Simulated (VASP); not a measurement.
A run of VASP 6.6.1 is set up as follows.

Contents of INCAR:

```
SYSTEM = YHg
ALGO = Fast
EDIFF = 1E-7
ENCUT = 520
GGA = PS
ISIF = 2
ISMEAR = 0
LASPH = .True.
LCHARG = .False.
LREAL = .False.
LWAVE = .False.
NBANDS = 18
NELM = 60
PREC = Accurate
SIGMA = 0.15
```

Contents of KPOINTS:

```
k-points
0
Gamma
  14 14 14
  0 0 0
```

Contents of POSCAR:

```
YHg
1.0
    3.6820000000      0.0000000000      0.0000000000
    0.0000000000      3.6820000000      0.0000000000
    0.0000000000      0.0000000000      3.6820000000
Y Hg
1 1
Direct
    0.5000000000      0.5000000000      0.5000000000
   -0.0169744704      0.0000000000      0.0000000000
```

Potentials or basis: VASP PAW PBE potentials, release 64 (Y_sv, Hg).

The run is started by

```bash
$ cat potpaw_PBE.64/Y_sv/POTCAR potpaw_PBE.64/Hg/POTCAR > POTCAR
$ mpirun -np 1 vasp_std > vasp.out
```

Q: What does it give for the largest force?

A: 0.135 eV/Å.

Q: Predict the pressure.

A: -0.9 GPa.

Forces on the atoms (eV/Å):
```
Y   -0.135  0.000  0.000
Hg   0.135  0.000  0.000
```

Caveat: the cell differs from its parent crystal (all Hg atoms moved +0.062 Å, as atom 2 towards its neighbour atom 2 (Hg) at 3.682 Å); the PAW data sets were made with another functional, which shifts forces and pressure a little.
